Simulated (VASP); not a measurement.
# CsLiCr2Te2S3 (P3m1) in VASP: further runs, part 3 of 3

VASP 6.6.1. The steps go on from the part before.

## (7) The runs side by side

| task | level | cell | k mesh | cutoff (eV) | dipole correction | gap on the mesh (eV) | pressure (GPa) | moment (μB) | largest force (eV/Å) |
| --- | --- | --- | --- | --- | --- | --- | --- | --- | --- |
| relaxation of cell and atoms | PBE | relaxed from a = 3.604, b = 3.604, c = 19.067 Å, angles 90.0, 90.0, 120.0°, 9 atoms, atomic positions A | 9 × 9 × 2 | 600 | - | none | 0.0 | 5.64 | 0.01 |
| relaxation of cell and atoms | PBE | relaxed to 10 GPa from a = 3.604, b = 3.604, c = 19.067 Å, angles 90.0, 90.0, 120.0°, 9 atoms, atomic positions A | 6 × 6 × 1 | 750 | no | none | 10.0 | 5.73 | 0.01 |
| single point | PBE | a = 3.515, b = 3.515, c = 17.435 Å, angles 90.0, 90.0, 120.0°, 9 atoms, atomic positions B | 6 × 6 × 1 | 520 | no | none | - | 5.73 | 0.02 |
| single point | PBE | a = 3.567, b = 3.567, c = 17.943 Å, angles 90.0, 90.0, 120.0°, 9 atoms, atomic positions C | 6 × 6 × 1 | 520 | no | none | - | 5.68 | 0.02 |
| single point | PBE+D3(BJ) | a = 3.569, b = 3.569, c = 17.942 Å, angles 90.0, 90.0, 120.0°, 9 atoms, atomic positions D | 6 × 6 × 1 | 520 | no | none | - | 5.82 | 0.02 |

Alike in all rows: potentials or basis VASP PAW PBE potentials, release 64 (Cs_sv, Li_sv, Cr_pv, Te, S); spin collinear, ferromagnetic start; smearing fermi-dirac 0.05 eV.

Caveats: some runs use coarse meshes; spin-orbit coupling is left out, which moves the levels of the heavy elements; only a ferromagnetic start was run, and an antiferromagnetic order may lie lower in energy; the cutoff is under 1.25 times the usual one of these potentials, so pressure, stress and relaxed cells hold a basis-set (Pulay) error (at least some runs); the cell is relaxed towards a set pressure, so the run minimises the enthalpy, not the energy (at least some runs).

Total energies depend on the potentials used, so only differences within one code and one set of settings carry meaning.
